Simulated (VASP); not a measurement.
# PdRhC4N4 (P-43m) in VASP: single point with PBE

Aim: the single point of PdRhC4N4 with PBE.

All numbers are computed with VASP 6.6.1; they aren't measurements. Logs are shortened: lines on timing, memory, paths and dates and some standing lists are left out, and cuts for length are marked.

## Step 1: The cell of the first run

Symmetry: P-43m, No. 215, cubic system. The conventional cell has a = 5.907 Å, b = 5.907 Å, c = 5.907 Å, α = 90.00°, β = 90.00°, γ = 90.00°. Pd (site symmetry -43m) has 4 C at 1.94 Å within 2.6 Å. Rh (site symmetry -43m) has 4 N at 2.01 Å within 2.7 Å. Within 1.6 Å of C (site symmetry 3m) lie 1 N at 1.17 Å. N (site symmetry 3m) has 1 C at 1.17 Å within 1.6 Å.

## Step 2: Single point, PBE, collinear spin, ferromagnetic start

Contents of INCAR:

```
ALGO = Normal
EDIFF = 1E-6
ENCUT = 520
GGA = PE
ISIF = 2
ISMEAR = 0
ISPIN = 2
LASPH = T
LCHARG = F
LMAXMIX = 4
LORBIT = 11
LREAL = F
LWAVE = F
MAGMOM = 0 1 0 0 0 0 0 0 0 0
NBANDS = 46
NELM = 150
PREC = Accurate
SIGMA = 0.1
```

Contents of KPOINTS:

```
k-points
0
Gamma
  4 4 4
```

Contents of POSCAR:

```
PdRhC4N4
1.0
    5.9068706000      0.0000000000      0.0000000000
    0.0000000000      5.9068706000      0.0000000000
    0.0000000000      0.0000000000      5.9068706000
Pd Rh C N
1 1 4 4
Direct
    0.0000000000      0.0000000000      0.0000000000
    0.5000000000      0.5000000000      0.5000000000
    0.1894243000      0.1894243000      0.1894243000
    0.1894243000      0.8105757000      0.8105757000
    0.8105757000      0.1894243000      0.8105757000
    0.8105757000      0.8105757000      0.1894243000
    0.3037826200      0.3037826200      0.3037826200
    0.3037826200      0.6962173800      0.6962173800
    0.6962173800      0.3037826200      0.6962173800
    0.6962173800      0.6962173800      0.3037826200
```

Potentials or basis: VASP PAW PBE potentials, release 64 (Pd, Rh_pv, C, N).

Launch:

```console
cat potpaw_PBE.64/Pd/POTCAR potpaw_PBE.64/Rh_pv/POTCAR potpaw_PBE.64/C/POTCAR potpaw_PBE.64/N/POTCAR > POTCAR
mpirun -np 1 vasp_std > vasp.out
```

OUTCAR:

```text
EDIFF = 1E-6
   ENCUT = 520
   GGA = PE
   ISIF = 2
   ISMEAR = 0
   ISPIN = 2
   LASPH = T
   LORBIT = 11
   LREAL = F
   NELM = 150
   PREC = Accurate

 ion  position               nearest neighbor table
   1  0.000  0.000  0.000-   3 1.94   4 1.94   5 1.94   6 1.94
   2  0.500  0.500  0.500-   7 2.01   8 2.01   9 2.01  10 2.01
   3  0.189  0.189  0.189-   7 1.17   1 1.94
   4  0.189  0.811  0.811-   8 1.17   1 1.94
   5  0.811  0.189  0.811-   9 1.17   1 1.94
   6  0.811  0.811  0.189-  10 1.17   1 1.94
   7  0.304  0.304  0.304-   3 1.17   2 2.01
   8  0.304  0.696  0.696-   4 1.17   2 2.01
   9  0.696  0.304  0.696-   5 1.17   2 2.01
  10  0.696  0.696  0.304-   6 1.17   2 2.01

  LATTYP: Found a simple cubic cell.
 ALAT       =     5.9068706000

  Lattice vectors:

 A1 = (   5.9068706000,   0.0000000000,   0.0000000000)
 A2 = (   0.0000000000,   5.9068706000,   0.0000000000)
 A3 = (   0.0000000000,   0.0000000000,   5.9068706000)

Analysis of symmetry for initial positions (statically):
=====================================================================
 Subroutine PRICEL returns:
 Original cell was already a primitive cell.

 Routine SETGRP: Setting up the symmetry group for a
 simple cubic supercell.

 Subroutine GETGRP returns: Found 24 space group operations
 (whereof 24 operations were pure point group operations)
 out of a pool of 48 trial point group operations.

The static configuration has the point symmetry T_d .

Analysis of symmetry for dynamics (positions and initial velocities):
=====================================================================
 Subroutine PRICEL returns:
 Original cell was already a primitive cell.

 Routine SETGRP: Setting up the symmetry group for a
 simple cubic supercell.

 Subroutine GETGRP returns: Found 24 space group operations
 (whereof 24 operations were pure point group operations)
 out of a pool of 48 trial point group operations.

The dynamic configuration has the point symmetry T_d .

Analysis of structural, dynamic, and magnetic symmetry:
=====================================================================
 Subroutine PRICEL returns:
 Original cell was already a primitive cell.

 Routine SETGRP: Setting up the symmetry group for a
 simple cubic supercell.

 Subroutine GETGRP returns: Found 24 space group operations
 (whereof 24 operations were pure point group operations)
 out of a pool of 48 trial point group operations.

The overall configuration has the point symmetry T_d .

 Subroutine INISYM returns: Found 24 space group operations
 (whereof 24 operations are pure point group operations),
 and found     1 'primitive' translations

----------------------------------------------------------------------------------------

                                     Primitive cell

  volume of cell :     206.0973

  direct lattice vectors                    reciprocal lattice vectors
     5.906870600  0.000000000  0.000000000     0.169294381  0.000000000  0.000000000
     0.000000000  5.906870600  0.000000000     0.000000000  0.169294381  0.000000000
     0.000000000  0.000000000  5.906870600     0.000000000  0.000000000  0.169294381

  length of vectors
     5.906870600  5.906870600  5.906870600     0.169294381  0.169294381  0.169294381

  position of ions in fractional coordinates (direct lattice)
     0.000000000  0.000000000  0.000000000
     0.500000000  0.500000000  0.500000000
     0.189424300  0.189424300  0.189424300
     0.189424300  0.810575700  0.810575700
     0.810575700  0.189424300  0.810575700
     0.810575700  0.810575700  0.189424300
     0.303782620  0.303782620  0.303782620
     0.303782620  0.696217380  0.696217380
     0.696217380  0.303782620  0.696217380
     0.696217380  0.696217380  0.303782620

  ion indices of the primitive-cell ions
   primitive index   ion index
                 1           1
                 2           2
                 3           3
                 4           4
                 5           5
                 6           6
                 7           7
                 8           8
                 9           9
                10          10

----------------------------------------------------------------------------------------

 KPOINTS: k-points

Automatic generation of k-mesh.
 Grid dimensions read from file:
 generate k-points for:    4    4    4

 Generating k-lattice:

  Cartesian coordinates                     Fractional coordinates (reciprocal lattice)
     0.042323595  0.000000000  0.000000000     0.250000000  0.000000000  0.000000000
     0.000000000  0.042323595  0.000000000     0.000000000  0.250000000  0.000000000
     0.000000000  0.000000000  0.042323595     0.000000000  0.000000000  0.250000000

  Length of vectors
     0.042323595  0.042323595  0.042323595

  Shift w.r.t. Gamma in fractional coordinates (k-lattice)
     0.000000000  0.000000000  0.000000000

 Subroutine IBZKPT returns following result:
 ===========================================

 Found     10 irreducible k-points:

 Following reciprocal coordinates:
            Coordinates               Weight
  0.000000  0.000000  0.000000      1.000000
  0.250000  0.000000  0.000000      6.000000
  0.500000  0.000000  0.000000      3.000000
  0.250000  0.250000  0.000000     12.000000
  0.500000  0.250000  0.000000     12.000000
  0.500000  0.500000  0.000000      3.000000
  0.250000  0.250000  0.250000      8.000000
  0.500000  0.250000  0.250000     12.000000
  0.500000  0.500000  0.250000      6.000000
  0.500000  0.500000  0.500000      1.000000
   k-points           NKPTS =     10   k-points in BZ     NKDIM =     10   number of bands    NBANDS=     46
   number of dos      NEDOS =    301   number of ions     NIONS =     10
   total plane-waves  NPLWV = 110592
   dimension x,y,z NGX =    48 NGY =   48 NGZ =   48
   dimension x,y,z NGXF=    96 NGYF=   96 NGZF=   96
   ions per type =               1   1   4   4
   NGX,Y,Z   is equivalent  to a cutoff of  13.51, 13.51, 13.51 a.u.
   NGXF,Y,Z  is equivalent  to a cutoff of  27.02, 27.02, 27.02 a.u.
 SYSTEM =  unknown system
   PREC   = accura    normal or accurate (medium, high low for compatibility)
   ISTART =      0    job   : 0-new  1-cont  2-samecut
   ICHARG =      2    charge: 1-file 2-atom 10-const
   ISPIN  =      2    spin polarized calculation?
   LNONCOLLINEAR =      F non collinear calculations
   LSORBIT =      F    spin-orbit coupling
   LASPH  =      T    aspherical Exc in radial PAW
   ENCUT  =  520.0 eV  38.22 Ry    6.18 a.u.  10.98 10.98 10.98*2*pi/ulx,y,z
   NELM   =    150;   NELMIN=  2; NELMDL= -5     # of ELM steps
   EDIFF  = 0.1E-05   stopping-criterion for ELM
   LREAL  =      F    real-space projection
   EDIFFG = 0.1E-04   stopping-criterion for IOM
   NSW    =      0    number of steps for IOM
   IBRION =     -1    ionic relax: 0-MD 1-quasi-New 2-CG
   NFREE  =      0    steps in history (QN), initial steepest desc. (CG)
   ISIF   =      2    stress and relaxation
   ISYM   =      2    0-nonsym 1-usesym 2-fastsym
   POTIM  = 0.5000    time-step for ionic-motion
   TEBEG  =    0.0;   TEEND  =   0.0 temperature during run
   PSTRESS=    0.0 pullay stress
   NELECT =      61.0000    total number of electrons
   NUPDOWN=      -1.0000    fix difference up-down
   EMIN   =  10.00;   EMAX   =-10.00  energy-range for DOS
   EFERMI =   0.00;   METHOD = LEGACY
   ISMEAR =     0;   SIGMA  =   0.10  broadening in eV -4-tet -1-fermi 0-gaus
   EFERMI_NEDOS =   21; number of points for ismear=-14 and -15
   IALGO  =     38    algorithm
   IMIX   =      4    mixing-type and parameters
     AMIX     =   0.40;   BMIX     =  1.00
     AMIX_MAG =   1.60;   BMIX_MAG =  1.00
  volume/ion in A,a.u.               =      20.61       139.08
  Fermi-wavevector in a.u.,A,eV,Ry     =   1.091006  2.061703 16.194948  1.190295
  Thomas-Fermi vector in A             =   2.227243
   LORBIT       =     11    0 simple, 1 ext, 2 COOP (PROOUT), +10 PAW based schemes
   GGA     = PE    functional components
   LHFCALC =     F    Hartree Fock is set to
   AEXX    =    0.0000 exact exchange contribution
   IVDW    =     0    specifies the selected vdW correction
   LEPSILON=     F    determine dielectric tensor
   LRPA    =     F    only Hartree local field effects (RPA)
 spin polarized calculation
 Gauss-broadening in eV      SIGMA  =   0.10
  energy-cutoff  :      520.00
  volume of cell :      206.10
 maximum number of plane-waves:      5580
 NGX is ok and might be reduce to    48
   NGX = 21   NGY = 21   NGZ = 21

 number of electron      61.0000007 magnetization       1.0183870

 Free energy of the ion-electron system (eV)
  ---------------------------------------------------
  ext. energy  EPLUGINS =         0.00000000
  ---------------------------------------------------
  free energy    TOTEN  =       -74.25920858 eV

  energy without entropy =      -74.22237996  energy(sigma->0) =      -74.24079427

 E-fermi :  -0.5206     XC(G=0):  -7.4231

 val. band max:       -0.5335516779   @ k =   0.2500   0.2500   0.0000
 cond. band min:      -0.5138105525   @ k =   0.2500   0.2500   0.2500
 fundamental gap:      0.0197411254
 Fermi energy:        -0.5206286008

 spin component 1

 k-point     1 :       0.0000    0.0000    0.0000
  band No.  band energies     occupation
      1     -48.0450      1.00000
      2     -48.0450      1.00000
      3     -48.0450      1.00000
      4     -18.3027      1.00000
      5     -18.1935      1.00000
      6     -18.1935      1.00000
[... 34 lines left out ...]
     41       4.9275      0.00000
     42       4.9275      0.00000
[... 363 lines left out ...]
      1     -48.0450      1.00000
      2     -48.0450      1.00000
      3     -48.0450      1.00000
      4     -18.2542      1.00000
      5     -18.2085      1.00000
      6     -18.2085      1.00000
[... 34 lines left out ...]
     41       5.0396      0.00000
     42       6.7381      0.00000
 Fermi energy:        -0.5206286008

 spin component 2

 k-point     1 :       0.0000    0.0000    0.0000
  band No.  band energies     occupation
      1     -46.9108      1.00000
      2     -46.9108      1.00000
      3     -46.9108      1.00000
      4     -18.2799      1.00000
      5     -18.1700      1.00000
      6     -18.1700      1.00000
[... 34 lines left out ...]
     41       4.9380      0.00000
     42       4.9380      0.00000
[... 363 lines left out ...]
      1     -46.9108      1.00000
      2     -46.9108      1.00000
      3     -46.9108      1.00000
      4     -18.2313      1.00000
      5     -18.1850      1.00000
      6     -18.1850      1.00000
[... 34 lines left out ...]
     41       5.0539      0.00000
     42       7.1153      0.00000
 [bands above 42 left out]

------------------------ aborting loop because EDIFF is reached ----------------------------------------

  FORCE on cell =-STRESS in cart. coord.  units (eV):
  Direction    XX          YY          ZZ          XY          YZ          ZX
  --------------------------------------------------------------------------------------
  -------------------------------------------------------------------------------------
  Total        5.1334380      5.1334380      5.1334380      0.0000000     -0.0000000     -0.0000000
  in kB       39.9067656     39.9067656     39.9067656      0.0000000     -0.0000000     -0.0000000
  external PRESSURE =      39.9067656 kB  Pullay stress =       0.0000000 kB

 VOLUME and BASIS-vectors are now :
 -----------------------------------------------------------------------------
  energy-cutoff  :      520.00
  volume of cell :      206.10
      direct lattice vectors                 reciprocal lattice vectors
     5.906870600  0.000000000  0.000000000     0.169294381  0.000000000  0.000000000
     0.000000000  5.906870600  0.000000000     0.000000000  0.169294381  0.000000000
     0.000000000  0.000000000  5.906870600     0.000000000  0.000000000  0.169294381

 POSITION                                       TOTAL-FORCE (eV/Angst)
 -----------------------------------------------------------------------------------
      0.00000      0.00000      0.00000        -0.000000     -0.000000     -0.000000
      2.95344      2.95344      2.95344        -0.000000     -0.000000     -0.000000
      1.11890      1.11890      1.11890        -0.324128     -0.324128     -0.324128
      1.11890      4.78797      4.78797        -0.324128      0.324128      0.324128
      4.78797      1.11890      4.78797         0.324128     -0.324128      0.324128
      4.78797      4.78797      1.11890         0.324128      0.324128     -0.324128
      1.79440      1.79440      1.79440         1.184223      1.184223      1.184223
      1.79440      4.11247      4.11247         1.184223     -1.184223     -1.184223
      4.11247      1.79440      4.11247        -1.184223      1.184223     -1.184223
      4.11247      4.11247      1.79440        -1.184223     -1.184223      1.184223
 -----------------------------------------------------------------------------------
    total drift:                               -0.000000     -0.000000      0.000000

  FREE ENERGIE OF THE ION-ELECTRON SYSTEM (eV)
  ---------------------------------------------------
  free  energy   TOTEN  =       -74.2592085807 eV

  energy  without entropy=      -74.2223799610  energy(sigma->0) =      -74.24079427

 total charge

# of ion       s       p       d       tot
------------------------------------------
    1        0.639   1.038   8.396  10.073
    2        0.327   6.302   6.912  13.541
    3        0.967   1.607   0.000   2.574
    4        0.967   1.607   0.000   2.574
    5        0.967   1.607   0.000   2.574
    6        0.967   1.607   0.000   2.574
    7        1.302   2.585   0.000   3.887
    8        1.302   2.585   0.000   3.887
    9        1.302   2.585   0.000   3.887
   10        1.302   2.585   0.000   3.887
--------------------------------------------------
tot         10.042  24.110  15.308  49.461

 magnetization (x)

# of ion       s       p       d       tot
------------------------------------------
    1       -0.000  -0.120  -0.343  -0.464
    2        0.005   0.061   1.306   1.371
    3       -0.007   0.007   0.000  -0.001
    4       -0.007   0.007   0.000  -0.001
    5       -0.007   0.007   0.000  -0.001
    6       -0.007   0.007   0.000  -0.001
    7        0.013  -0.002   0.000   0.011
    8        0.013  -0.002   0.000   0.011
    9        0.013  -0.002   0.000   0.011
   10        0.013  -0.002   0.000   0.011
--------------------------------------------------
tot          0.028  -0.041   0.963   0.949
```

Wall time 9.3 min (1 thread of Oxide Virtual Turin-like, shared host); peak memory 0.45 GiB.

Results:

```
Free energy                                           : -74.2592 eV
Pressure                                              : 4.0 GPa
Largest force                                         : 2.051 eV/Å
Band gap on the k mesh                                : zero (filled and empty bands overlap)
Net moment                                            : 1.02 μB per cell
Site moments                                          : Pd -0.46; Rh +1.37; C -0.00; N +0.01 μB
Valence electrons inside the program's atomic spheres : Pd 10.07; Rh 13.54; C 2.57; N 3.89
```

Forces in eV/Å, atoms in the order of the input:
```
Pd   0.000  0.000  0.000
Rh   0.000  0.000  0.000
C   -0.324 -0.324 -0.324
C   -0.324  0.324  0.324
C    0.324 -0.324  0.324
C    0.324  0.324 -0.324
N    1.184  1.184  1.184
N    1.184 -1.184 -1.184
N   -1.184  1.184 -1.184
N   -1.184 -1.184  1.184
```

Caveat: forces of over 1 eV/Å act on the atoms, so gaps and moduli don't describe the material at rest.
